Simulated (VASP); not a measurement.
# Pt (Im-3m) in VASP: a series of runs, part 2 of 2

VASP 6.6.1. Earlier steps stand in the parts before.

### Step 4. Single point, r2SCAN

This run uses another cell than the first one, of 15.14 Å³/atom, 1.007 times its volume.

POSCAR reads:

```
Pt
1.0
   -1.5584843404      1.5584843404      1.5584843404
    1.5584843404     -1.5584843404      1.5584843404
    1.5584843404      1.5584843404     -1.5584843404
Pt
1
Direct
    0.0000000000      0.0000000000      0.0000000000
```

INCAR.step1 reads:

```
SYSTEM = Pt
PREC = Accurate
ENCUT = 520
ISMEAR = -1
SIGMA = 0.1
LREAL = .False.
LASPH = .True.
NELM = 80
NBANDS = 11
GGA = PE
ALGO = Normal
EDIFF = 1E-4
LWAVE = .True.
LCHARG = .False.
```

INCAR.step2 reads:

```
SYSTEM = Pt
PREC = Accurate
ENCUT = 520
EDIFF = 1E-6
ISMEAR = -1
SIGMA = 0.1
LREAL = .False.
LASPH = .True.
NELM = 80
ALGO = Normal
ISIF = 2
LWAVE = .False.
LCHARG = .True.
METAGGA = R2SCAN
LMIXTAU = .True.
LELF = .True.
LVHAR = .True.
NBANDS = 11
ISTART = 1
```

KPOINTS reads:

```
regular mesh
0
Gamma
  15 15 15
  0 0 0
```

Potentials or basis: VASP PAW PBE potentials, release 64 (Pt).

Run with:

```
$ cat potpaw_PBE.64/Pt/POTCAR > POTCAR
$ cp INCAR.step1 INCAR
$ mpirun -np 1 vasp_std > vasp.out
$ cp INCAR.step2 INCAR
$ mpirun -np 1 vasp_std > vasp.out
```

OUTCAR:

```text
SYSTEM = Pt
   PREC = Accurate
   ENCUT = 520
   EDIFF = 1E-6
   ISMEAR = -1
   LREAL = .False.
   LASPH = .True.
   NELM = 80
   ISIF = 2
   METAGGA = R2SCAN
   ISTART = 1

 ion  position               nearest neighbor table
   1  0.000  0.000  0.000-

  LATTYP: Found a body centered cubic cell.
 ALAT       =     3.1169686808

  Lattice vectors:

 A1 = (  -1.5584843404,   1.5584843404,   1.5584843404)
 A2 = (   1.5584843404,  -1.5584843404,   1.5584843404)
 A3 = (   1.5584843404,   1.5584843404,  -1.5584843404)

Analysis of symmetry for initial positions (statically):
=====================================================================
 Subroutine PRICEL returns:
 Original cell was already a primitive cell.

 Routine SETGRP: Setting up the symmetry group for a
 body centered cubic supercell.

 Subroutine GETGRP returns: Found 48 space group operations
 (whereof 48 operations were pure point group operations)
 out of a pool of 48 trial point group operations.

The static configuration has the point symmetry O_h .

Analysis of symmetry for dynamics (positions and initial velocities):
[... 155 lines left out ...]

 E-fermi :  10.7436     XC(G=0): -14.5784

 val. band max:       10.7390607605   @ k =   0.4667   0.0667   0.0000
 cond. band min:      10.7753001975   @ k =  -0.4000   0.4000   0.0667
 fundamental gap:      0.0362394370
 Fermi energy:        10.7436165183

 k-point     1 :       0.0000    0.0000    0.0000
  band No.  band energies     occupation
      1       0.5289      2.00000
      2       6.8786      2.00000
      3       6.8786      2.00000
      4       6.8786      2.00000
      5       9.5442      1.99999
      6       9.5442      1.99999
      7      28.8051      0.00000
      8      28.8051      0.00000
      9      28.8051      0.00000
     10      39.7787      0.00000
     11      39.7787      0.00000
[... 309 lines left out ...]
 k-point    24 :       0.4000    0.2000    0.0000
  band No.  band energies     occupation
      1       4.4493      2.00000
      2       5.6546      2.00000
      3       7.7030      2.00000
      4       9.3628      2.00000
      5      10.3260      1.96975
      6      15.7345      0.00000
      7      17.1776      0.00000
      8      22.9705      0.00000
      9      27.3917      0.00000
     10      35.2184      0.00000
     11      35.5095      0.00000

 [... further k-points ...]
[... 5 lines left out ...]
  --------------------------------------------------------------------------------------
  -------------------------------------------------------------------------------------
  Total        0.6363161      0.6363161      0.6363161     -0.0000000     -0.0000000      0.0000000
  in kB       67.3311749     67.3311749     67.3311749     -0.0000000     -0.0000000      0.0000000
  external PRESSURE =      67.3311749 kB  Pullay stress =       0.0000000 kB

 VOLUME and BASIS-vectors are now :
 -----------------------------------------------------------------------------
  energy-cutoff  :      520.00
  volume of cell :       15.14
      direct lattice vectors                 reciprocal lattice vectors
    -1.558484340  1.558484340  1.558484340     0.000000000  0.320824526  0.320824526
     1.558484340 -1.558484340  1.558484340     0.320824526  0.000000000  0.320824526
     1.558484340  1.558484340 -1.558484340     0.320824526  0.320824526  0.000000000

 POSITION                                       TOTAL-FORCE (eV/Angst)
 -----------------------------------------------------------------------------------
      0.00000      0.00000      0.00000        -0.000000     -0.000000      0.000000
 -----------------------------------------------------------------------------------
    total drift:                                0.000000      0.000000      0.000000

  FREE ENERGIE OF THE ION-ELECTRON SYSTEM (eV)
  ---------------------------------------------------
  free  energy   TOTEN  =       -51.4219562801 eV

  energy  without entropy=      -51.3987353467  energy(sigma->0) =      -51.41034581
```

OUTCAR.step1:

```text
SYSTEM = Pt
   PREC = Accurate
   ENCUT = 520
   ISMEAR = -1
   LREAL = .False.
   LASPH = .True.
[... 554 lines left out ...]
 -----------------------------------------------------------------------------------
      0.00000      0.00000      0.00000        -0.000000     -0.000000      0.000000
 -----------------------------------------------------------------------------------
    total drift:                                0.000000      0.000000      0.000000

  FREE ENERGIE OF THE ION-ELECTRON SYSTEM (eV)
  ---------------------------------------------------
  free  energy   TOTEN  =        -6.0014513347 eV

  energy  without entropy=       -5.9754478592  energy(sigma->0) =       -5.98844960
```

OSZICAR.step1:

```text
N       E                     dE             d eps       ncg     rms          rms(c)
DAV:   1     0.398425940961E+02    0.39843E+02   -0.53418E+03  2704   0.846E+02
DAV:   2    -0.571297194919E+01   -0.45556E+02   -0.43583E+02  3000   0.175E+02
DAV:   3    -0.635661050597E+01   -0.64364E+00   -0.64183E+00  3105   0.201E+01
DAV:   4    -0.635895551566E+01   -0.23450E-02   -0.23448E-02  3081   0.142E+00
DAV:   5    -0.635897397142E+01   -0.18456E-04   -0.18457E-04  3128   0.118E-01    0.124E+01
DAV:   6    -0.604177960897E+01    0.31719E+00   -0.68846E-01  2859   0.658E+00    0.658E+00
DAV:   7    -0.600477506574E+01    0.37005E-01   -0.13275E-01  3021   0.284E+00    0.243E+00
DAV:   8    -0.600166621000E+01    0.31089E-02   -0.65142E-03  2874   0.704E-01    0.545E-01
DAV:   9    -0.600144751783E+01    0.21869E-03   -0.22612E-04  2949   0.132E-01    0.336E-02
DAV:  10    -0.600145133468E+01   -0.38168E-05   -0.34343E-06  1551   0.151E-02
   1 F= -.60014513E+01 E0= -.59884496E+01  d E =-.260035E-01
```

It took 30 s on 1 thread of Intel Xeon 6975P-C (Granite Rapids), shared host; peak memory 0.14 GiB.

Results:

| Property | Result |
| --- | --- |
| Free energy | -51.4220 eV |
| Pressure | 6.7 GPa |
| Band gap on the k mesh | zero (band 5 reaches 11.81 eV, above the bottom of band 6 at 9.38 eV) |

Levels at points of the mesh, in eV from the Fermi level:
| k point | band 1 | band 2 | band 3 | band 4 | band 5 | band 6 | band 7 | band 8 | band 9 | band 10 |
| --- | --- | --- | --- | --- | --- | --- | --- | --- | --- | --- |
| (0.00, 0.00, 0.00) | -10.21 | -3.87 | -3.87 | -3.87 | -1.20 | -1.20 | 18.06 | 18.06 | 18.06 | 29.04 |

Caveat: the PAW data sets were made with another functional, which shifts forces and pressure a little; spin-orbit coupling is left out, which moves the levels of the heavy elements.

### Step 5. Summary

```csv
cell,gap on the mesh (eV),pressure (GPa)
"a = 2.693 Å, angles 109.5°, 1 atom",none,8.8
"a = 2.706 Å, angles 109.5°, 1 atom",none,4.7
"a = 2.699 Å, angles 109.5°, 1 atom",none,6.7
```

Alike in all rows: task single point; level r2SCAN; potentials or basis VASP PAW PBE potentials, release 64 (Pt); no spin polarisation; k mesh 15 × 15 × 15; cutoff (eV) 520; smearing fermi-dirac 0.1 eV.

Caveats: the PAW data sets were made with another functional, which shifts forces and pressure a little; spin-orbit coupling is left out, which moves the levels of the heavy elements.

Absolute energies hang on the potentials; compare differences alone.
